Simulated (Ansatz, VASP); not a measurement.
## Ba3Pb2 in VASP and in Ansatz

```
Ba Pb
1.0
     5.60689    0.00000    0.00000
     0.00000    5.60689    0.00000
     0.00000    0.00000    5.60689
Ba Pb
3 2
Direct
  0.50000 0.00000 0.00000
  0.00000 0.50000 0.00000
  0.00000 0.00000 0.50000
  0.00000 0.00000 0.00000
  0.50000 0.50000 0.50000
```

Alike in both runs: task relaxation of cell and atoms; functional PBE; k mesh 4 × 4 × 4; occupations gaussian, width 0.1 eV; no spin polarisation.

```csv
,VASP,Ansatz
version,VASP 6.6.1,Ansatz 0.2.0
potentials or method,"VASP PAW PBE potentials, release 64 (Ba_sv, Pb_d), cutoff 600 eV","scalar-relativistic, plane waves, PAW"
valence electrons in the cell,58,58
```

|  | VASP | Ansatz | Ansatz less VASP |
| --- | --- | --- | --- |
| gap on the k mesh at the Fermi level, each at its own relaxed structure (eV) | none | none | - |
| relaxed volume (Å³/atom) | 59.14 | 57.11 | -2.024 |
| relaxed cell length with the largest relative difference (Å) | 6.662 | 6.585 | -0.0769 |

A gap of «none» marks a metal or a gap that the smearing closes.

Spin-orbit coupling is off throughout. Noted on VASP's run: the volume moved by over 15 % at a fixed basis, so the end points are rough.
